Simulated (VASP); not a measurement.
# Sn (I4_1/amd) in VASP: further runs, part 2 of 2

VASP 6.6.1.

## (3) Single point, PBEsol (strain +0.0175 x Voigt [0, 1, 0, 0, 0, 0])

INCAR

```
SYSTEM = Sn
PREC = Accurate
ENCUT = 520
EDIFF = 1E-6
ISMEAR = 0
SIGMA = 0.15
LREAL = .False.
LASPH = .True.
NELM = 100
ALGO = Fast
ISIF = 2
LWAVE = .False.
LCHARG = .False.
GGA = PS
NBANDS = 21
```

KPOINTS

```
Automatic mesh
0
Gamma
  12 12 12
  0 0 0
```

POSCAR

```
Sn
1.0
    0.0000000000      3.3023980000      3.2456000000
    3.2456000000      0.0000000000      3.2456000000
    3.2456000000      3.3023980000      0.0000000000
Sn
2
Direct
    0.5000000000      0.5000000000      0.5000000000
    0.7500000000      0.7500000000      0.7500000000
```

Potentials or basis: VASP PAW PBE potentials, release 64 (Sn_d).

Launch:

```sh
$ cat potpaw_PBE.64/Sn_d/POTCAR > POTCAR
$ mpirun -np 1 vasp_std > vasp.out
```

OUTCAR:

```text
SYSTEM = Sn
   PREC = Accurate
   ENCUT = 520
   EDIFF = 1E-6
   ISMEAR = 0
   LREAL = .False.
   LASPH = .True.
   NELM = 100
   ISIF = 2
   GGA = PS

 ion  position               nearest neighbor table
   1  0.500  0.500  0.500-   2 2.83   2 2.83   2 2.83   2 2.83
   2  0.750  0.750  0.750-   1 2.83   1 2.83   1 2.83   1 2.83

  LATTYP: Found a body centered tetragonal cell.
 ALAT       =     4.5899715380
 C/A-ratio  =     1.4389622997

  Lattice vectors:

 A1 = (   0.0000000000,  -3.3023980000,   3.2456000000)
 A2 = (   0.0000000000,  -3.3023980000,  -3.2456000000)
 A3 = (   3.2456000000,   3.3023980000,   0.0000000000)

Analysis of symmetry for initial positions (statically):
=====================================================================
 Subroutine PRICEL returns:
 Original cell was already a primitive cell.

 Routine SETGRP: Setting up the symmetry group for a
 body centered tetragonal supercell.

 Subroutine GETGRP returns: Found 16 space group operations
 (whereof  8 operations were pure point group operations)
 out of a pool of 16 trial point group operations.

The static configuration has the point symmetry D_2d.
 The point group associated with its full space group is D_4h.

Analysis of symmetry for dynamics (positions and initial velocities):
=====================================================================
 Subroutine PRICEL returns:
 Original cell was already a primitive cell.

 Routine SETGRP: Setting up the symmetry group for a
 body centered tetragonal supercell.

 Subroutine GETGRP returns: Found 16 space group operations
 (whereof  8 operations were pure point group operations)
 out of a pool of 16 trial point group operations.

The dynamic configuration has the point symmetry D_2d.
 The point group associated with its full space group is D_4h.

 Subroutine INISYM returns: Found 16 space group operations
 (whereof  8 operations are pure point group operations),
 and found     1 'primitive' translations

----------------------------------------------------------------------------------------

                                     Primitive cell

  volume of cell :      69.5744

  direct lattice vectors                    reciprocal lattice vectors
     0.000000000  3.302398000  3.245600000    -0.154054720  0.151405130  0.154054720
     3.245600000  0.000000000  3.245600000     0.154054720 -0.151405130  0.154054720
     3.245600000  3.302398000  0.000000000     0.154054720  0.151405130 -0.154054720

  length of vectors
     4.630307971  4.589971538  4.630307971     0.265309682  0.265309682  0.265309682

  position of ions in fractional coordinates (direct lattice)
     0.500000000  0.500000000  0.500000000
     0.750000000  0.750000000  0.750000000

  ion indices of the primitive-cell ions
   primitive index   ion index
                 1           1
                 2           2

----------------------------------------------------------------------------------------

 KPOINTS: Automatic mesh

Automatic generation of k-mesh.
 Grid dimensions read from file:
 generate k-points for:   12   12   12

 Generating k-lattice:

  Cartesian coordinates                     Fractional coordinates (reciprocal lattice)
    -0.012837893  0.012617094  0.012837893     0.083333333  0.000000000  0.000000000
     0.012837893 -0.012617094  0.012837893     0.000000000  0.083333333  0.000000000
     0.012837893  0.012617094 -0.012837893     0.000000000  0.000000000  0.083333333

  Length of vectors
     0.022109140  0.022109140  0.022109140

  Shift w.r.t. Gamma in fractional coordinates (k-lattice)
     0.000000000  0.000000000  0.000000000

 Subroutine IBZKPT returns following result:
 ===========================================

 Found    163 irreducible k-points:

 Following reciprocal coordinates:
            Coordinates               Weight
  0.000000  0.000000  0.000000      1.000000
  0.083333  0.000000  0.000000      8.000000
  0.166667  0.000000  0.000000      8.000000
  0.250000  0.000000  0.000000      8.000000
  0.333333  0.000000  0.000000      8.000000
  0.416667  0.000000  0.000000      8.000000
[... 16 lines left out ...]
  0.500000  0.166667  0.000000     16.000000
 -0.416667  0.166667 -0.000000     16.000000
 [... further k-points ...]
   k-points           NKPTS =    163   k-points in BZ     NKDIM =    163   number of bands    NBANDS=     21
   number of dos      NEDOS =    301   number of ions     NIONS =      2
   total plane-waves  NPLWV =  46656
   dimension x,y,z NGX =    36 NGY =   36 NGZ =   36
   dimension x,y,z NGXF=    72 NGYF=   72 NGZF=   72
   ions per type =               2
   NGX,Y,Z   is equivalent  to a cutoff of  12.93, 13.04, 12.93 a.u.
   NGXF,Y,Z  is equivalent  to a cutoff of  25.85, 26.08, 25.85 a.u.
 SYSTEM =  Sn
   PREC   = accura    normal or accurate (medium, high low for compatibility)
   ISTART =      0    job   : 0-new  1-cont  2-samecut
   ICHARG =      2    charge: 1-file 2-atom 10-const
   ISPIN  =      1    spin polarized calculation?
   LNONCOLLINEAR =      F non collinear calculations
   LSORBIT =      F    spin-orbit coupling
   LASPH  =      T    aspherical Exc in radial PAW
   ENCUT  =  520.0 eV  38.22 Ry    6.18 a.u.   8.61  8.53  8.61*2*pi/ulx,y,z
   NELM   =    100;   NELMIN=  2; NELMDL= -5     # of ELM steps
   EDIFF  = 0.1E-05   stopping-criterion for ELM
   LREAL  =      F    real-space projection
   EDIFFG = 0.1E-04   stopping-criterion for IOM
   NSW    =      0    number of steps for IOM
   IBRION =     -1    ionic relax: 0-MD 1-quasi-New 2-CG
   NFREE  =      0    steps in history (QN), initial steepest desc. (CG)
   ISIF   =      2    stress and relaxation
   ISYM   =      2    0-nonsym 1-usesym 2-fastsym
   POTIM  = 0.5000    time-step for ionic-motion
   TEBEG  =    0.0;   TEEND  =   0.0 temperature during run
   PSTRESS=    0.0 pullay stress
   NELECT =      28.0000    total number of electrons
   NUPDOWN=      -1.0000    fix difference up-down
   EMIN   =  10.00;   EMAX   =-10.00  energy-range for DOS
   EFERMI =   0.00;   METHOD = LEGACY
   ISMEAR =     0;   SIGMA  =   0.15  broadening in eV -4-tet -1-fermi 0-gaus
   EFERMI_NEDOS =   21; number of points for ismear=-14 and -15
   IALGO  =     68    algorithm
   IMIX   =      4    mixing-type and parameters
     AMIX     =   0.40;   BMIX     =  1.00
     AMIX_MAG =   1.60;   BMIX_MAG =  1.00
  volume/ion in A,a.u.               =      34.79       234.76
  Fermi-wavevector in a.u.,A,eV,Ry     =   1.208679  2.284072 19.876824  1.460905
  Thomas-Fermi vector in A             =   2.344280
   LORBIT       =      0    0 simple, 1 ext, 2 COOP (PROOUT), +10 PAW based schemes
   GGA     = PS    functional components
   LHFCALC =     F    Hartree Fock is set to
   AEXX    =    0.0000 exact exchange contribution
   IVDW    =     0    specifies the selected vdW correction
   LEPSILON=     F    determine dielectric tensor
   LRPA    =     F    only Hartree local field effects (RPA)
 non-spin polarized calculation
 RMM-DIIS sequential band-by-band and
 Gauss-broadening in eV      SIGMA  =   0.15
  energy-cutoff  :      520.00
  volume of cell :       69.57
 maximum number of plane-waves:      1899
   NGX = 17   NGY = 17   NGZ = 17

 number of electron      27.9999990 magnetization

 Free energy of the ion-electron system (eV)
  ---------------------------------------------------
  ext. energy  EPLUGINS =         0.00000000
  ---------------------------------------------------
  free energy    TOTEN  =        -8.46486564 eV

  energy without entropy =       -8.46274777  energy(sigma->0) =       -8.46380670

 E-fermi :   5.2939     XC(G=0):  -8.9877

 val. band max:        5.2866057143   @ k =   0.0833   0.0000   0.0000
 cond. band min:       5.3075669772   @ k =   0.0000   0.0000   0.0000
 fundamental gap:      0.0209612629
 Fermi energy:         5.2938738437

 k-point     1 :       0.0000    0.0000    0.0000
  band No.  band energies     occupation
      1     -16.2676      2.00000
      2     -16.2676      2.00000
      3     -16.2613      2.00000
      4     -16.2086      2.00000
      5     -16.2064      2.00000
      6     -15.9173      2.00000
[... 13 lines left out ...]
     20      13.0782      0.00000
     21      13.3565      0.00000

 k-point     2 :       0.0833    0.0000    0.0000
  band No.  band energies     occupation
      1     -16.2729      2.00000
      2     -16.2698      2.00000
      3     -16.2629      2.00000
      4     -16.2011      2.00000
      5     -16.1994      2.00000
      6     -15.9262      2.00000
[... 520 lines left out ...]
 k-point    24 :      -0.4167    0.1667   -0.0000
  band No.  band energies     occupation
      1     -16.3238      2.00000
      2     -16.3060      2.00000
      3     -16.2070      2.00000
      4     -16.1347      2.00000
      5     -16.1233      2.00000
      6     -15.9996      2.00000
[... 13 lines left out ...]
     20      13.0853      0.00000
     21      13.2552      0.00000

 [... further k-points ...]
[... 5 lines left out ...]
  --------------------------------------------------------------------------------------
  -------------------------------------------------------------------------------------
  Total        0.1239885     -0.1066818      0.1239885      0.0000000      0.0000000      0.0000000
  in kB        2.8552397     -2.4566964      2.8552397      0.0000000      0.0000000      0.0000000
  external PRESSURE =       1.0845943 kB  Pullay stress =       0.0000000 kB

 VOLUME and BASIS-vectors are now :
 -----------------------------------------------------------------------------
  energy-cutoff  :      520.00
  volume of cell :       69.57
      direct lattice vectors                 reciprocal lattice vectors
     0.000000000  3.302398000  3.245600000    -0.154054720  0.151405130  0.154054720
     3.245600000  0.000000000  3.245600000     0.154054720 -0.151405130  0.154054720
     3.245600000  3.302398000  0.000000000     0.154054720  0.151405130 -0.154054720

 POSITION                                       TOTAL-FORCE (eV/Angst)
 -----------------------------------------------------------------------------------
      3.24560      3.30240      3.24560        -0.000000     -0.000000     -0.000000
      4.86840      4.95360      4.86840         0.000000      0.000000      0.000000
 -----------------------------------------------------------------------------------
    total drift:                                0.000000      0.000000      0.000000

  FREE ENERGIE OF THE ION-ELECTRON SYSTEM (eV)
  ---------------------------------------------------
  free  energy   TOTEN  =        -8.4648656359 eV

  energy  without entropy=       -8.4627477714  energy(sigma->0) =       -8.46380670
```

OSZICAR:

```text
N       E                     dE             d eps       ncg     rms          rms(c)
DAV:   1     0.229825212830E+03    0.22983E+03   -0.14843E+04  6956   0.192E+03
DAV:   2     0.169149043730E+02   -0.21291E+03   -0.20835E+03  6886   0.449E+02
DAV:   3    -0.773976233660E+01   -0.24655E+02   -0.24511E+02  8071   0.141E+02
DAV:   4    -0.853747470077E+01   -0.79771E+00   -0.79743E+00  7771   0.287E+01
DAV:   5    -0.856483910697E+01   -0.27364E-01   -0.27364E-01  9940   0.518E+00    0.318E+00
RMM:   6    -0.849605429948E+01    0.68785E-01   -0.34131E-02  8457   0.228E+00    0.185E+00
RMM:   7    -0.846301594790E+01    0.33038E-01   -0.58219E-02  8493   0.257E+00    0.160E-01
RMM:   8    -0.846433755401E+01   -0.13216E-02   -0.10659E-02  8900   0.930E-01    0.648E-02
RMM:   9    -0.846482975492E+01   -0.49220E-03   -0.32703E-03 10775   0.492E-01    0.363E-02
RMM:  10    -0.846485146517E+01   -0.21710E-04   -0.27773E-04  8992   0.184E-01    0.107E-02
RMM:  11    -0.846486545055E+01   -0.13985E-04   -0.13774E-04 11485   0.919E-02    0.906E-03
RMM:  12    -0.846486563594E+01   -0.18539E-06   -0.99354E-06  8927   0.285E-02
   1 F= -.84648656E+01 E0= -.84638067E+01  d E =-.211786E-02
```

stdout:

```text
POSCAR found type information on POSCAR Sn
 POSCAR found :  1 types and       2 ions
 scaLAPACK will be used
 -----------------------------------------------------------------------------
|                                                                             |
|                                                                             |
|     You enforced a specific xc type in the INCAR file but a different       |
|     I HOPE YOU KNOW WHAT YOU ARE DOING!                                     |
|                                                                             |
 -----------------------------------------------------------------------------

 LDA part: xc-table for (Slater+PW92), standard interpolation
 POSCAR, INCAR and KPOINTS ok, starting setup
 FFT: planning ... GRIDC
 FFT: planning ... GRID_SOFT
 FFT: planning ... GRID
 WAVECAR not read
 entering main loop
WARNING in EDDRMM: call to ZHEGV failed, returncode =   6  3     17
```

Wall time 1.9 min (1 thread of Intel Xeon Platinum 8559C (Emerald Rapids), shared host); peak memory 0.33 GiB.

What came out:

| Property | Result |
| --- | --- |
| Free energy | -8.4649 eV |
| Pressure | 0.1 GPa |
| Band gap on the k mesh | zero (band 14 reaches 5.42 eV, above the bottom of band 15 at 5.20 eV) |

Levels at points of the mesh, in eV from the Fermi level:
| k point | band 11 | band 12 | band 13 | band 14 | band 15 | band 16 | band 17 | band 18 |
| --- | --- | --- | --- | --- | --- | --- | --- | --- |
| (0.00, 0.00, 0.00) | -10.51 | -0.82 | 0.01 | 0.13 | 0.13 | 2.13 | 2.13 | 2.20 |
| (0.50, 0.00, 0.00) | -8.91 | -6.25 | -1.15 | -1.03 | -0.10 | 3.18 | 3.25 | 5.54 |
| (0.50, 0.50, 0.00) | -7.45 | -7.45 | -2.44 | -2.44 | 0.75 | 0.75 | 7.59 | 7.59 |
| (0.50, 0.00, 0.50) | -7.51 | -7.51 | -2.34 | -2.34 | 0.86 | 0.86 | 7.58 | 7.58 |

Caveat: the cell differs from its parent crystal (strain +0.0175 x Voigt [0, 1, 0, 0, 0, 0]); the PAW data sets were made with another functional, which shifts forces and pressure a little; spin-orbit coupling is left out, which moves the levels of the heavy elements.
